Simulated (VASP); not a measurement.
Set up this calculation in VASP 6.6.1, as the native input.

- Task: single point
- Functional: PBE
- Potentials or basis: VASP PAW PBE potentials, release 64 (Be)
- Cutoff: 520 eV
- k mesh: 16 × 16 × 16
- Occupations: fermi-dirac, width 0.1 eV
- Spin: no spin polarisation
- Dipole correction: no
- Further INCAR settings: ALGO = Normal; EDIFF = 1e-06; NBANDS = 7

The structure of Be lies in POSCAR:

```
Be
1.0
    2.2014577097      0.0000000000      0.0000000000
    0.0000000000      2.2014577097      0.0000000000
    0.0000000000      0.0000000000      2.2014577097
Be
1
Direct
    0.0000000000      0.0000000000      0.0000000000
```

This cell differs from its parent crystal: volume scaled by 1.04.

One way to write it, as run:

INCAR

```
ALGO = Normal ; EDIFF = 1E-6
ENCUT = 520 ; GGA = PE
ISIF = 2 ; ISMEAR = -1
LASPH = True ; LCHARG = False
LREAL = False ; LWAVE = False
NBANDS = 7 ; NELM = 60
PREC = Accurate ; SIGMA = 0.1
```

KPOINTS

```
k-points
0
Gamma
  16 16 16
```

Potentials or basis: VASP PAW PBE potentials, release 64 (Be).

Command:

```console
$ cat potpaw_PBE.64/Be/POTCAR > POTCAR
$ mpirun -np 1 vasp_std > vasp.out
```

Results of the run:

The pressure is -2.6 GPa. The band gap on the k mesh is zero (band 1 reaches 9.72 eV, above the bottom of band 2 at 2.68 eV).

Run time: 2.2 s on 1 thread of Intel(R) Xeon(R) 6975P-C (Granite Rapids), with other jobs on the host, peak memory 0.11 GiB.
